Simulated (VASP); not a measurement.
Wanted: the native input for a VASP 6.6.1 run.

```
Task                   : single point
Functional             : PBE
Potentials or basis    : VASP PAW PBE potentials, release 64 (Al, B, As)
Cutoff                 : 520 eV
k mesh                 : 6 × 6 × 6
Occupations            : gaussian, width 0.1 eV
Spin                   : no spin polarisation
Dipole correction      : no
Further INCAR settings : ALGO = Normal; EDIFF = 1e-06; NBANDS = 16
```

The structure of AlBAs2 lies in POSCAR:

```
AlBAs2
1.0
    1.8040835700      1.0415881400      6.6511569700
   -1.8040835700      1.0415881400      6.6511569700
    0.0000000000     -2.0831762700      6.6511569700
Al B As
1 1 2
Direct
    0.0000000000      0.0000000000      0.0000000000
    0.5000000000      0.5000000000      0.5000000000
    0.8928409800      0.8928409800      0.8928409800
    0.1071590200      0.1071590200      0.1071590200
```

The cell was built from a structure type or drawn by symmetry, and may not be a known phase.

One way to write it, as run:

INCAR

```
SYSTEM = AlBAs2
  PREC = Accurate
  ENCUT = 520
  EDIFF = 1E-6
  ISMEAR = 0
  SIGMA = 0.1
  LREAL = .False.
  LASPH = .True.
  NELM = 100
  ALGO = Normal
  ISIF = 2
  LWAVE = .False.
  LCHARG = .False.
  GGA = PE
  NBANDS = 16
```

KPOINTS

```
regular mesh
0
Gamma
  6 6 6
  0 0 0
```

Potentials or basis: VASP PAW PBE potentials, release 64 (Al, B, As).

Launch:

```bash
$ cat potpaw_PBE.64/Al/POTCAR potpaw_PBE.64/B/POTCAR potpaw_PBE.64/As/POTCAR > POTCAR
$ mpirun -np 1 vasp_std > vasp.out
```

It gave:

```
Pressure               : 4.2 GPa
Largest force          : 4.058 eV/Å
Band gap on the k mesh : zero (bands 8 and 9 overlap by 1.63 eV)
```

Caveat: the cell stands under pressure; forces of over 1 eV/Å act on the atoms, so gaps and moduli don't describe the material at rest.

Wall time 93 s on 1 thread of Intel(R) Xeon(R) Platinum 8559C (Emerald Rapids), on a shared host, peak memory 0.41 GiB.
